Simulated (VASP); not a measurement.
# ScNb2O3 (P6/mmm) in VASP: a series of runs

The runs below take ScNb2O3 through single point, with PBE.

All numbers are computed with VASP 6.6.1; they aren't measurements. Logs are shortened: lines on timing, memory, paths and dates and some standing lists are left out, and cuts for length are marked.

## Step 1: The cell of the first run

The structure is hexagonal, space group P6/mmm (No. 191). Conventional cell: a = 3.790 Å, b = 3.790 Å, c = 6.563 Å, α = 90.00°, β = 90.00°, γ = 120.00°. Sc (site symmetry 6/mmm) has 6 Nb at 2.19 Å within 2.9 Å. Nb (site symmetry -6m2) has 3 Sc at 2.19 Å and 3 Nb at 2.19 Å within 2.9 Å. O (site symmetry -6m2) has 6 O at 2.19 Å within 2.9 Å. Within 2.9 Å of O (site symmetry 6/mmm) lie 6 O at 2.19 Å.

## Step 2: Single point, PBE

INCAR

```
SYSTEM = ScNb2O3
ALGO     = Normal         ! electronic algorithm
EDIFF    = 1E-6           ! SCF threshold, eV
ENCUT    = 520            ! plane-wave cutoff, eV
GGA      = PE             ! functional
ISIF     = 2              ! what is computed and relaxed
ISMEAR   = 0              ! smearing method
LASPH    = .TRUE.         ! aspherical terms in the spheres
LCHARG   = .FALSE.        ! write CHGCAR
LREAL    = .FALSE.        ! projectors in reciprocal space
LWAVE    = .FALSE.        ! write WAVECAR
NBANDS   = 36             ! bands
NELM     = 80             ! most SCF steps
PREC     = Accurate       ! precision mode
SIGMA    = 0.1            ! smearing width, eV
```

KPOINTS

```
k-points
0
G
  6 6 4
  0 0 0
```

POSCAR

```
ScNb2O3
1.0
    3.7904323000      0.0000000000      0.0000000000
   -1.8952161500      3.2826106700      0.0000000000
    0.0000000000      0.0000000000      6.5630107600
Sc Nb O
1 2 3
Direct
    0.0000000000      0.0000000000      0.5000000000
    0.3333333300      0.6666666700      0.5000000000
    0.6666666700      0.3333333300      0.5000000000
    0.3333333300      0.6666666700      0.0000000000
    0.6666666700      0.3333333300      0.0000000000
    0.0000000000      0.0000000000      0.0000000000
```

Potentials or basis: VASP PAW PBE potentials, release 64 (Sc_sv, Nb_sv, O).

On the command line:

```sh
$ cat potpaw_PBE.64/Sc_sv/POTCAR potpaw_PBE.64/Nb_sv/POTCAR potpaw_PBE.64/O/POTCAR > POTCAR
$ mpirun -np 1 vasp_std > vasp.out
```

OUTCAR:

```text
SYSTEM = ScNb2O3
   EDIFF = 1E-6
   ENCUT = 520
   GGA = PE
   ISIF = 2
   ISMEAR = 0
   LASPH = .TRUE.
   LREAL = .FALSE.
   NELM = 80
   PREC = Accurate

 ion  position               nearest neighbor table
   1  0.000  0.000  0.500-   2 2.19   3 2.19   3 2.19   2 2.19   3 2.19   2 2.19
   2  0.333  0.667  0.500-   1 2.19   3 2.19   3 2.19   1 2.19   1 2.19   3 2.19
   3  0.667  0.333  0.500-   1 2.19   2 2.19   2 2.19   1 2.19   1 2.19   2 2.19
   4  0.333  0.667  0.000-
   5  0.667  0.333  0.000-
   6  0.000  0.000  0.000-

  LATTYP: Found a hexagonal cell.
 ALAT       =     3.7904323000
 C/A-ratio  =     1.7314676112

  Lattice vectors:

 A1 = (   3.7904323000,   0.0000000000,   0.0000000000)
 A2 = (  -1.8952161500,   3.2826106700,   0.0000000000)
 A3 = (   0.0000000000,   0.0000000000,   6.5630107600)

Analysis of symmetry for initial positions (statically):
=====================================================================
 Subroutine PRICEL returns:
 Original cell was already a primitive cell.

 Routine SETGRP: Setting up the symmetry group for a
 hexagonal supercell.

 Subroutine GETGRP returns: Found 24 space group operations
 (whereof 24 operations were pure point group operations)
 out of a pool of 24 trial point group operations.

The static configuration has the point symmetry D_6h.

Analysis of symmetry for dynamics (positions and initial velocities):
=====================================================================
 Subroutine PRICEL returns:
 Original cell was already a primitive cell.

 Routine SETGRP: Setting up the symmetry group for a
 hexagonal supercell.

 Subroutine GETGRP returns: Found 24 space group operations
 (whereof 24 operations were pure point group operations)
 out of a pool of 24 trial point group operations.

The dynamic configuration has the point symmetry D_6h.

 Subroutine INISYM returns: Found 24 space group operations
 (whereof 24 operations are pure point group operations),
 and found     1 'primitive' translations

----------------------------------------------------------------------------------------

                                     Primitive cell

  volume of cell :      81.6604

  direct lattice vectors                    reciprocal lattice vectors
     3.790432300  0.000000000  0.000000000     0.263822150  0.152317789  0.000000000
    -1.895216150  3.282610670  0.000000000     0.000000000  0.304635578  0.000000000
     0.000000000  0.000000000  6.563010760     0.000000000  0.000000000  0.152369093

  length of vectors
     3.790432300  3.790432306  6.563010760     0.304635579  0.304635578  0.152369093

  position of ions in fractional coordinates (direct lattice)
     0.000000000  0.000000000  0.500000000
     0.333333330  0.666666670  0.500000000
     0.666666670  0.333333330  0.500000000
     0.333333330  0.666666670  0.000000000
     0.666666670  0.333333330  0.000000000
     0.000000000  0.000000000  0.000000000

  ion indices of the primitive-cell ions
   primitive index   ion index
                 1           1
                 2           2
                 3           3
                 4           4
                 5           5
                 6           6

----------------------------------------------------------------------------------------

 KPOINTS: k-points

Automatic generation of k-mesh.
 Grid dimensions read from file:
 generate k-points for:    6    6    4

 Generating k-lattice:

  Cartesian coordinates                     Fractional coordinates (reciprocal lattice)
     0.043970358  0.025386298  0.000000000     0.166666667  0.000000000  0.000000000
     0.000000000  0.050772596  0.000000000     0.000000000  0.166666667  0.000000000
     0.000000000  0.000000000  0.038092273     0.000000000  0.000000000  0.250000000

  Length of vectors
     0.050772596  0.050772596  0.038092273

  Shift w.r.t. Gamma in fractional coordinates (k-lattice)
     0.000000000  0.000000000  0.000000000

 Subroutine IBZKPT returns following result:
 ===========================================

 Found     21 irreducible k-points:

 Following reciprocal coordinates:
            Coordinates               Weight
  0.000000  0.000000  0.000000      1.000000
  0.166667  0.000000  0.000000      6.000000
  0.333333  0.000000  0.000000      6.000000
  0.500000  0.000000  0.000000      3.000000
  0.166667  0.166667  0.000000      6.000000
  0.333333  0.166667  0.000000     12.000000
[... 13 lines left out ...]
  0.333333  0.166667  0.500000     12.000000
  0.333333  0.333333  0.500000      2.000000
   k-points           NKPTS =     21   k-points in BZ     NKDIM =     21   number of bands    NBANDS=     36
   number of dos      NEDOS =    301   number of ions     NIONS =      6
   total plane-waves  NPLWV =  39200
   dimension x,y,z NGX =    28 NGY =   28 NGZ =   50
   dimension x,y,z NGXF=    56 NGYF=   56 NGZF=  100
   ions per type =               1   2   3
   NGX,Y,Z   is equivalent  to a cutoff of  12.28, 12.28, 12.67 a.u.
   NGXF,Y,Z  is equivalent  to a cutoff of  24.56, 24.56, 25.33 a.u.
 SYSTEM =  ScNb2O3
   PREC   = accura    normal or accurate (medium, high low for compatibility)
   ISTART =      0    job   : 0-new  1-cont  2-samecut
   ICHARG =      2    charge: 1-file 2-atom 10-const
   ISPIN  =      1    spin polarized calculation?
   LNONCOLLINEAR =      F non collinear calculations
   LSORBIT =      F    spin-orbit coupling
   LASPH  =      T    aspherical Exc in radial PAW
   ENCUT  =  520.0 eV  38.22 Ry    6.18 a.u.   7.05  7.05 12.20*2*pi/ulx,y,z
   NELM   =     80;   NELMIN=  2; NELMDL= -5     # of ELM steps
   EDIFF  = 0.1E-05   stopping-criterion for ELM
   LREAL  =      F    real-space projection
   EDIFFG = 0.1E-04   stopping-criterion for IOM
   NSW    =      0    number of steps for IOM
   IBRION =     -1    ionic relax: 0-MD 1-quasi-New 2-CG
   NFREE  =      0    steps in history (QN), initial steepest desc. (CG)
   ISIF   =      2    stress and relaxation
   ISYM   =      2    0-nonsym 1-usesym 2-fastsym
   POTIM  = 0.5000    time-step for ionic-motion
   TEBEG  =    0.0;   TEEND  =   0.0 temperature during run
   PSTRESS=    0.0 pullay stress
   NELECT =      55.0000    total number of electrons
   NUPDOWN=      -1.0000    fix difference up-down
   EMIN   =  10.00;   EMAX   =-10.00  energy-range for DOS
   EFERMI =   0.00;   METHOD = LEGACY
   ISMEAR =     0;   SIGMA  =   0.10  broadening in eV -4-tet -1-fermi 0-gaus
   EFERMI_NEDOS =   21; number of points for ismear=-14 and -15
   IALGO  =     38    algorithm
   IMIX   =      4    mixing-type and parameters
     AMIX     =   0.40;   BMIX     =  1.00
     AMIX_MAG =   1.60;   BMIX_MAG =  1.00
  volume/ion in A,a.u.               =      13.61        91.85
  Fermi-wavevector in a.u.,A,eV,Ry     =   1.435022  2.711799 28.018328  2.059289
  Thomas-Fermi vector in A             =   2.554367
   LORBIT       =      0    0 simple, 1 ext, 2 COOP (PROOUT), +10 PAW based schemes
   GGA     = PE    functional components
   LHFCALC =     F    Hartree Fock is set to
   AEXX    =    0.0000 exact exchange contribution
   IVDW    =     0    specifies the selected vdW correction
   LEPSILON=     F    determine dielectric tensor
   LRPA    =     F    only Hartree local field effects (RPA)
 non-spin polarized calculation
 Gauss-broadening in eV      SIGMA  =   0.10
  energy-cutoff  :      520.00
  volume of cell :       81.66
 maximum number of plane-waves:      2220
   NGX = 15   NGY = 15   NGZ = 25

 number of electron      54.9999997 magnetization

 Free energy of the ion-electron system (eV)
  ---------------------------------------------------
  ext. energy  EPLUGINS =         0.00000000
  ---------------------------------------------------
  free energy    TOTEN  =       -20.85876495 eV

  energy without entropy =      -20.82699426  energy(sigma->0) =      -20.84287961

 E-fermi :   5.6786     XC(G=0): -11.0652

 val. band max:        5.6761964919   @ k =   0.3333   0.1667   0.0000
 cond. band min:       5.6848165174   @ k =   0.3333   0.0000   0.5000
 fundamental gap:      0.0086200255
 Fermi energy:         5.6785630476

 k-point     1 :       0.0000    0.0000    0.0000
  band No.  band energies     occupation
      1     -49.9213      2.00000
      2     -47.4480      2.00000
      3     -41.8753      2.00000
      4     -27.6592      2.00000
      5     -27.6592      2.00000
      6     -25.5251      2.00000
[... 28 lines left out ...]
     35       9.4900      0.00000
     36       9.5815      0.00000

 k-point     2 :       0.1667    0.0000    0.0000
  band No.  band energies     occupation
      1     -49.7755      2.00000
      2     -47.6075      2.00000
      3     -41.9705      2.00000
      4     -28.0755      2.00000
      5     -27.6924      2.00000
      6     -25.4107      2.00000
[... 28 lines left out ...]
     35       8.8816      0.00000
     36       9.4838      0.00000

 k-point     3 :       0.3333    0.0000    0.0000
  band No.  band energies     occupation
      1     -49.3940      2.00000
      2     -48.0101      2.00000
      3     -42.1741      2.00000
      4     -28.6195      2.00000
      5     -27.1012      2.00000
      6     -25.1155      2.00000
[... 28 lines left out ...]
     35       9.4541      0.00000
     36       9.8391      0.00000

 k-point     4 :       0.5000    0.0000    0.0000
  band No.  band energies     occupation
      1     -49.0744      2.00000
      2     -48.3373      2.00000
      3     -42.2815      2.00000
      4     -28.8271      2.00000
      5     -26.1978      2.00000
      6     -24.8721      2.00000
[... 28 lines left out ...]
     35      10.0874      0.00000
     36      10.9790      0.00000

 k-point     5 :       0.1667    0.1667    0.0000
  band No.  band energies     occupation
      1     -49.5086      2.00000
      2     -47.8893      2.00000
      3     -42.1263      2.00000
      4     -28.2077      2.00000
      5     -27.6783      2.00000
      6     -25.2037      2.00000
[... 538 lines left out ...]
 k-point    19 :       0.1667    0.1667    0.5000
  band No.  band energies     occupation
      1     -49.5086      2.00000
      2     -47.8893      2.00000
      3     -42.1263      2.00000
      4     -28.2077      2.00000
      5     -27.6783      2.00000
      6     -25.2039      2.00000
[... 28 lines left out ...]
     35       9.2502      0.00000
     36       9.4737      0.00000

 k-point    20 :       0.3333    0.1667    0.5000
  band No.  band energies     occupation
      1     -49.0916      2.00000
      2     -48.3134      2.00000
      3     -42.2990      2.00000
      4     -28.3535      2.00000
      5     -26.8409      2.00000
      6     -24.8867      2.00000
[... 28 lines left out ...]
     35      10.6978      0.00000
     36      10.9852      0.00000

 k-point    21 :       0.3333    0.3333    0.5000
  band No.  band energies     occupation
      1     -48.6998      2.00000
      2     -48.6998      2.00000
      3     -42.3751      2.00000
      4     -27.7833      2.00000
      5     -26.3070      2.00000
      6     -26.3070      2.00000
[... 28 lines left out ...]
     35      12.3529      0.00000
     36      12.3530      0.00000

------------------------ aborting loop because EDIFF is reached ----------------------------------------

  FORCE on cell =-STRESS in cart. coord.  units (eV):
  Direction    XX          YY          ZZ          XY          YZ          ZX
  --------------------------------------------------------------------------------------
  -------------------------------------------------------------------------------------
  Total       51.3846582     51.3846584    -11.9063222      0.0000000     -0.0000000      0.0000000
  in kB     1008.1677882   1008.1677925   -233.6022250      0.0000000     -0.0000000      0.0000000
  external PRESSURE =     594.2444519 kB  Pullay stress =       0.0000000 kB

 VOLUME and BASIS-vectors are now :
 -----------------------------------------------------------------------------
  energy-cutoff  :      520.00
  volume of cell :       81.66
      direct lattice vectors                 reciprocal lattice vectors
     3.790432300  0.000000000  0.000000000     0.263822150  0.152317789  0.000000000
    -1.895216150  3.282610670  0.000000000     0.000000000  0.304635578  0.000000000
     0.000000000  0.000000000  6.563010760     0.000000000  0.000000000  0.152369093

 POSITION                                       TOTAL-FORCE (eV/Angst)
 -----------------------------------------------------------------------------------
      0.00000      0.00000      3.28151        -0.000000      0.000000     -0.000000
     -0.00000      2.18841      3.28151        -0.000000     -0.000000     -0.000000
      1.89522      1.09420      3.28151        -0.000000      0.000000      0.000000
     -0.00000      2.18841      0.00000         0.000000     -0.000000     -0.000000
      1.89522      1.09420      0.00000         0.000000      0.000000     -0.000000
      0.00000      0.00000      0.00000        -0.000000      0.000000     -0.000000
 -----------------------------------------------------------------------------------
    total drift:                                0.000000      0.000000      0.000000

  FREE ENERGIE OF THE ION-ELECTRON SYSTEM (eV)
  ---------------------------------------------------
  free  energy   TOTEN  =       -20.8587649538 eV

  energy  without entropy=      -20.8269942624  energy(sigma->0) =      -20.84287961
```

Wall time 39 s (1 thread of Intel Xeon 6975P-C (Granite Rapids), shared host); peak memory 0.21 GiB.

Results:

```
Free energy : -20.8588 eV
Pressure    : 59.4 GPa
```

Caveat: an odd number of electrons without spin polarisation forces a metal; a magnetic or distorted state may lie lower.

## Step 3: Single point, PBE

This run uses another cell than the first one, of 16.90 Å³/atom, 1.242 times its volume.

INCAR

```
SYSTEM = ScNb2O3
ALGO = Normal
EDIFF = 1E-6
ENCUT = 520
GGA = PE
ISIF = 2
ISMEAR = 0
LASPH = .TRUE.
LCHARG = .FALSE.
LREAL = .FALSE.
LWAVE = .FALSE.
NBANDS = 36
NELM = 80
PREC = Accurate
SIGMA = 0.1
```

KPOINTS is that of step 2.

POSCAR

```
ScNb2O3
1.0
    5.5154973812      0.0000000000      0.0000000000
   -2.7577486906      4.7765608467      0.0000000000
    0.0000000000      0.0000000000      3.8487747605
Sc Nb O
1 2 3
Direct
    0.0000000000      0.0000000000      0.5000000000
    0.3333333333      0.6666666667      0.5000000000
    0.6666666667      0.3333333333      0.5000000000
    0.3333333333      0.6666666667      0.0000000000
    0.6666666667      0.3333333333      0.0000000000
    0.0000000000      0.0000000000      0.0000000000
```

Potentials or basis: VASP PAW PBE potentials, release 64 (Sc_sv, Nb_sv, O).

On the command line:

```sh
$ cat potpaw_PBE.64/Sc_sv/POTCAR potpaw_PBE.64/Nb_sv/POTCAR potpaw_PBE.64/O/POTCAR > POTCAR
$ mpirun -np 1 vasp_std > vasp.out
```

Wall time 46 s (1 thread of Intel Xeon 6975P-C (Granite Rapids), shared host); peak memory 0.25 GiB.

The run converged. Its results:

- Free energy: -49.7770 eV
- Pressure: 0.1 GPa

Stress tensor (GPa, compression positive):
```
-0.05  0.00  0.00
 0.00 -0.05  0.00
 0.00  0.00  0.40
```

Levels at points of the mesh, in eV from the Fermi level:
| k point | band 25 | band 26 | band 27 | band 28 | band 29 | band 30 |
| --- | --- | --- | --- | --- | --- | --- |
| (0.00, 0.00, 0.00) | -1.20 | 0.00 | 0.00 | 0.11 | 0.11 | 0.22 |
| (0.50, 0.00, 0.00) | -1.29 | -0.76 | -0.63 | -0.50 | -0.20 | 0.31 |
| (0.00, 0.00, 0.50) | -2.36 | -0.30 | -0.30 | -0.10 | -0.10 | 1.67 |
| (0.50, 0.00, 0.50) | -1.74 | -1.55 | -0.81 | -0.69 | 0.36 | 2.22 |

Caveat: the k points lie up to 0.41 Å⁻¹ apart; an odd number of electrons without spin polarisation forces a metal; a magnetic or distorted state may lie lower.
